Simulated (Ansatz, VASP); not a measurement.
# Two plane-wave programs on AlP

```
Al P
1.0
     0.00000    2.73926    2.73926
     2.73926    0.00000    2.73926
     2.73926    2.73926    0.00000
Al P
1 1
Cartesian
  0.0000 0.0000 0.0000
  1.3696 1.3696 1.3696
```

Alike in both runs: task single point; functional r2SCAN; k mesh 8 × 8 × 8; no spin polarisation.

|  | VASP | Ansatz |
| --- | --- | --- |
| version | VASP 6.6.1 | Ansatz 0.2.0 |
| potentials or method | VASP PAW PBE potentials, release 64 (Al, P) | plane waves, PAW |
| plane-wave cutoff (eV) | 550 | 500 |
| occupations | gaussian, width 0.01 eV | fixed |
| valence electrons in the cell | 8 | 8 |

Ansatz gave:

| Property | Result |
| --- | --- |
| gap on the k mesh at the Fermi level (eV) | 1.93 |
| pressure (GPa) | 0.0 |

**Question.** What did VASP give for the same quantities?

**Answer.** gap on the k mesh at the Fermi level (eV): 1.93; pressure (GPa): -0.3.

VASP's potentials were made for PBE, not for r2SCAN.
